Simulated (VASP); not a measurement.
# C (R-3m) in VASP: single point with PBE+D3(BJ)

Aim: the single point of C with PBE+D3(BJ).

Program: VASP 6.6.1. These are calculated values, not measurements. Logs are shortened: lines on timing, memory, paths and dates and some standing lists are left out, and cuts for length are marked.

## (1) The cell of the first run

Symmetry: R-3m, No. 166, trigonal system. The conventional cell has a = 2.465 Å, b = 2.465 Å, c = 10.084 Å, α = 90.00°, β = 90.00°, γ = 120.00°. Within 1.9 Å of C (site symmetry 3m) lie 3 C at 1.42 Å.

## (2) Single point, PBE+D3(BJ)

Input file INCAR:

```
PREC = Accurate
ENCUT = 600
EDIFF = 1E-6
ISMEAR = 0
SIGMA = 0.05
LREAL = False
LASPH = True
NELM = 120
ALGO = Normal
ISIF = 2
LWAVE = False
LCHARG = False
GGA = PE
IVDW = 12
NBANDS = 31
GGA_COMPAT = False
```

Input file KPOINTS:

```
regular mesh
0
Gamma
  7 11 3
```

Input file POSCAR:

```
C
1.0
    0.0000000000      1.4231666446     -3.3613878322
   -2.4649969361      0.0000000000      0.0000000000
    1.2324984681      9.2505831901      3.3613878322
C
10
Direct
    0.5668514786      0.0333191170      0.0666382341
    0.7668514786      0.6333191170      0.2666382341
    0.9668514786      0.2333191170      0.4666382341
    0.1668514786      0.8333191170      0.6666382341
    0.3668514786      0.4333191170      0.8666382341
    0.8331485214      0.1666808830      0.3333617659
    0.0331485214      0.7666808830      0.5333617659
    0.2331485214      0.3666808830      0.7333617659
    0.4331485214      0.9666808830      0.9333617659
    0.6331485214      0.5666808830      0.1333617659
```

Potentials or basis: VASP PAW PBE potentials, release 64 (C).

Launch:

```sh
> cat potpaw_PBE.64/C/POTCAR > POTCAR
> mpirun -np 1 vasp_std > vasp.out
```

OUTCAR:

```text
PREC = Accurate
   ENCUT = 600
   EDIFF = 1E-6
   ISMEAR = 0
   LREAL = False
   LASPH = True
   NELM = 120
   ISIF = 2
   GGA = PE
   IVDW = 12
 IVDW          = 12

 ion  position               nearest neighbor table
   1  0.567  0.033  0.067-  10 1.42  10 1.42   9 1.42
   2  0.767  0.633  0.267-   6 1.42   6 1.42  10 1.42
   3  0.967  0.233  0.467-   7 1.42   7 1.42   6 1.42
   4  0.167  0.833  0.667-   8 1.42   8 1.42   7 1.42
   5  0.367  0.433  0.867-   9 1.42   9 1.42   8 1.42
   6  0.833  0.167  0.333-   2 1.42   2 1.42   3 1.42
   7  0.033  0.767  0.533-   3 1.42   3 1.42   4 1.42
   8  0.233  0.367  0.733-   4 1.42   4 1.42   5 1.42
   9  0.433  0.967  0.933-   5 1.42   5 1.42   1 1.42
  10  0.633  0.567  0.133-   1 1.42   1 1.42   2 1.42

  LATTYP: Found a base centered monoclinic cell.
 ALAT       =    19.6847369823
 B/A-ratio  =     0.1252237680
 C/A-ratio  =     0.1854355930
 COS(beta)  =    -0.0519438681

  Lattice vectors:

 A1 = (   1.2324984680,  -9.2505831901,  -3.3613878322)
 A2 = (  -1.2324984681,  -9.2505831901,  -3.3613878322)
 A3 = (   0.0000000000,   1.4231666446,  -3.3613878322)

Analysis of symmetry for initial positions (statically):
=====================================================================
 Subroutine PRICEL returns following result:

  LATTYP: Found a trigonal (rhomboedric) cell.
 ALAT       =     3.6502508759
 COS(alpha) =     0.7719881889

  Lattice vectors:

 A1 = (  -1.2324984680,   0.7115833223,   3.3613878322)
 A2 = (  -0.0000000000,  -1.4231666446,   3.3613878322)
 A3 = (   1.2324984681,   0.7115833223,   3.3613878322)

   5 primitive cells build up your supercell.

 Routine SETGRP: Setting up the symmetry group for a
 base centered monoclinic supercell.

 Subroutine GETGRP returns: Found  4 space group operations
 (whereof  4 operations were pure point group operations)
 out of a pool of  4 trial point group operations.

The static configuration has the point symmetry C_2h.

Analysis of symmetry for dynamics (positions and initial velocities):
=====================================================================
 Subroutine PRICEL returns following result:

  LATTYP: Found a trigonal (rhomboedric) cell.
[... 144 lines left out ...]
   IBRION =     -1    ionic relax: 0-MD 1-quasi-New 2-CG
   NFREE  =      0    steps in history (QN), initial steepest desc. (CG)
   ISIF   =      2    stress and relaxation
   ISYM   =      2    0-nonsym 1-usesym 2-fastsym
   POTIM  = 0.5000    time-step for ionic-motion
   TEBEG  =    0.0;   TEEND  =   0.0 temperature during run
   PSTRESS=    0.0 pullay stress
   NELECT =      40.0000    total number of electrons
   NUPDOWN=      -1.0000    fix difference up-down
   EMIN   =  10.00;   EMAX   =-10.00  energy-range for DOS
   EFERMI =   0.00;   METHOD = LEGACY
   ISMEAR =     0;   SIGMA  =   0.05  broadening in eV -4-tet -1-fermi 0-gaus
   EFERMI_NEDOS =   21; number of points for ismear=-14 and -15
   IALGO  =     38    algorithm
   IMIX   =      4    mixing-type and parameters
     AMIX     =   0.40;   BMIX     =  1.00
     AMIX_MAG =   1.60;   BMIX_MAG =  1.00
  volume/ion in A,a.u.               =       8.84        59.68
  Fermi-wavevector in a.u.,A,eV,Ry     =   1.256640  2.374705 21.485554  1.579144
  Thomas-Fermi vector in A             =   2.390338
   LORBIT       =      0    0 simple, 1 ext, 2 COOP (PROOUT), +10 PAW based schemes
   GGA     = PE    functional components
   LHFCALC =     F    Hartree Fock is set to
   AEXX    =    0.0000 exact exchange contribution
   IVDW    =    12    specifies the selected vdW correction
   LEPSILON=     F    determine dielectric tensor
   LRPA    =     F    only Hartree local field effects (RPA)
 non-spin polarized calculation
 Gauss-broadening in eV      SIGMA  =   0.05
  energy-cutoff  :      600.00
  volume of cell :       88.44
 maximum number of plane-waves:      2976
 NGX is ok and might be reduce to    30
   NGX = 15   NGY =  9   NGZ = 39

 number of electron      39.9999998 magnetization

 Free energy of the ion-electron system (eV)
  ---------------------------------------------------
  ext. energy  EPLUGINS =         0.00000000
  ---------------------------------------------------
  free energy    TOTEN  =       -92.14091103 eV

  energy without entropy =      -92.14088087  energy(sigma->0) =      -92.14089595

 E-fermi :   4.7143     XC(G=0): -10.3098

 val. band max:        4.6309054479   @ k =   0.0000   0.3636   0.3333
 cond. band min:       4.7977831700   @ k =   0.0000   0.3636   0.3333
 fundamental gap:      0.1668777221
 Fermi energy:         4.7143443111

 k-point     1 :       0.0000    0.0000    0.0000
  band No.  band energies     occupation
      1     -14.9896      2.00000
      2     -13.9957      2.00000
      3     -13.9957      2.00000
      4     -11.1453      2.00000
      5     -11.1453      2.00000
      6      -6.5834      2.00000
[... 805 lines left out ...]
     30      13.8959      0.00000
     31      16.1526      0.00000

 [... further k-points ...]

------------------------ aborting loop because EDIFF is reached ----------------------------------------

 Edisp (eV)   -1.55985

 E8    (eV) :    -0.4419

  FORCE on cell =-STRESS in cart. coord.  units (eV):
  Direction    XX          YY          ZZ          XY          YZ          ZX
  --------------------------------------------------------------------------------------
  -------------------------------------------------------------------------------------
  Total       0.24493    -0.09437    -0.09597    -0.00000     0.00694    -0.00000
  in kB       4.43705    -1.70968    -1.73852    -0.00000     0.12569    -0.00000
  external pressure =        0.33 kB  Pullay stress =        0.00 kB

 VOLUME and BASIS-vectors are now :
 -----------------------------------------------------------------------------
  energy-cutoff  :      600.00
  volume of cell :       88.44
      direct lattice vectors                 reciprocal lattice vectors
     0.000000000  1.423166645 -3.361387832     0.000000000  0.093687787 -0.257830012
    -2.464996936  0.000000000  0.000000000    -0.405680017  0.046843893  0.019833078
     1.232498468  9.250583190  3.361387832     0.000000000  0.093687787  0.039666156

 POSITION                                       TOTAL-FORCE (eV/Angst)
 -----------------------------------------------------------------------------------
      0.00000      1.42317     -1.68141        -0.000000     -0.035210      0.010337
     -1.23250      3.55792     -1.68141        -0.000000     -0.035210      0.010337
      0.00000      5.69267     -1.68141        -0.000000     -0.035210      0.010337
     -1.23250      6.40425      1.67998        -0.000000     -0.035210      0.010337
      0.00000      8.53900      1.67998        -0.000000     -0.035210      0.010337
     -0.00000      4.26950     -1.67998         0.000000      0.035210     -0.010337
     -1.23250      4.98108      1.68141         0.000000      0.035210     -0.010337
     -0.00000      7.11583      1.68141         0.000000      0.035210     -0.010337
     -1.23250      9.25058      1.68141         0.000000      0.035210     -0.010337
     -1.23250      2.13475     -1.67998         0.000000      0.035210     -0.010337
 -----------------------------------------------------------------------------------
    total drift:                               -0.000000     -0.000000     -0.000000

  FREE ENERGIE OF THE ION-ELECTRON SYSTEM (eV)
  ---------------------------------------------------
  free  energy   TOTEN  =       -93.7007575419 eV

  energy  without entropy=      -93.7007273832  energy(sigma->0) =      -93.70074246
```

Wall time 4.9 min (1 thread of AMD EPYC 7R13 (Zen 3), shared host); peak memory 0.35 GiB.

What came out:

- Free energy: -93.7008 eV
- Pressure: 0.0 GPa
- Largest force: 0.037 eV/Å
- Dispersion energy per atom: -0.156 eV

Forces in eV/Å, atoms in the order of the input:
```
C    0.000 -0.035  0.010
C    0.000 -0.035  0.010
C    0.000 -0.035  0.010
C    0.000 -0.035  0.010
C    0.000 -0.035  0.010
C    0.000  0.035 -0.010
C    0.000  0.035 -0.010
C    0.000  0.035 -0.010
C    0.000  0.035 -0.010
C    0.000  0.035 -0.010
```

Stress tensor (GPa, compression positive):
```
 0.44  0.00  0.00
 0.00 -0.17  0.01
 0.00  0.01 -0.17
```
